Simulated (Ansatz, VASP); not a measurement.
**TiO2 in VASP and in Ansatz**

POSCAR

```
TiO2
1.0
    0.0000000000      2.3968272547      2.3968272547
    2.3968272547      0.0000000000      2.3968272547
    2.3968272547      2.3968272547      0.0000000000
Ti O
1 2
Direct
    0.0000000000      0.0000000000      0.0000000000
    0.2500000000      0.2500000000      0.2500000000
    0.7500000000      0.7500000000      0.7500000000
```

INCAR.step1

```
  PREC = Accurate
  ENCUT = 520
  EDIFF = 1E-5
  ISMEAR = 0
  SIGMA = 0.01
  LREAL = False
  LASPH = True
  NELM = 60
  ALGO = Normal
  ISIF = 2
  LWAVE = True
  LCHARG = False
  NBANDS = 19
  GGA = PE
```

INCAR.step2

```
  PREC = Accurate
  ENCUT = 520
  EDIFF = 1E-6
  ISMEAR = 0
  SIGMA = 0.01
  LREAL = False
  LASPH = True
  NELM = 60
  ALGO = Normal
  ISIF = 2
  LWAVE = False
  LCHARG = False
  METAGGA = R2SCAN
  LHFCALC = True
  AEXX = 0.1
  LMIXTAU = True
  PRECFOCK = Normal
  NBANDS = 19
  ISTART = 1
```

Contents of KPOINTS:

```
Automatic mesh
0
Gamma
  6 6 6
```

Input for Ansatz:

```yaml
crystal:
  lattice:
    - [0.0, 2.3968272547, 2.3968272547]
    - [2.3968272547, 0.0, 2.3968272547]
    - [2.3968272547, 2.3968272547, 0.0]
  atoms:
    - { symbol: Ti, position: [0.0, 0.0, 0.0] }
    - { symbol: O, position: [0.25, 0.25, 0.25] }
    - { symbol: O, position: [0.75, 0.75, 0.75] }
kpoints:
  mp_grid: { grid: [6, 6, 6] }
  band_path:
    path:
      - [0.0, 0.0, 0.0]
      - [0.5, 0.0, 0.5]
      - [0.625, 0.25, 0.625]
      - [0.375, 0.375, 0.75]
      - [0.5, 0.5, 0.5]
      - [0.5, 0.25, 0.75]
      - [0.0, 0.5, 0.5]
    npoints: 1
hamiltonian:
  xc: r2scanh
scf:
  occupations: { method: fixed }
  n_extra_bands: 4
output:
  forces: true
  stress: true
  eigenvalues: true
  write_density: true
  write_potential: true
  elf: true
  volumetric_format: npy
```

Alike in both runs: task single point; functional r2SCANh; k mesh 6 × 6 × 6; no spin polarisation.

|  | VASP | Ansatz |
| --- | --- | --- |
| version | VASP 6.6.1 | Ansatz 0.2.0 |
| potentials or method | VASP PAW PBE potentials, release 64 (Ti_sv, O) | plane waves, PAW |
| plane-wave cutoff (eV) | 520 | 500 |
| occupations | gaussian, width 0.01 eV | fixed |
| valence electrons in the cell | 24 | 24 |

Ansatz gave:

* gap on the k mesh at the Fermi level (eV): 2.33
* pressure (GPa): -2.9

Estimate VASP's values.

gap on the k mesh at the Fermi level (eV): 2.37; pressure (GPa): -1.3.

VASP's potentials were made for PBE, not for r2SCANh. Ansatz's warnings: stress exchange threshold loose, stress scf threshold loose.
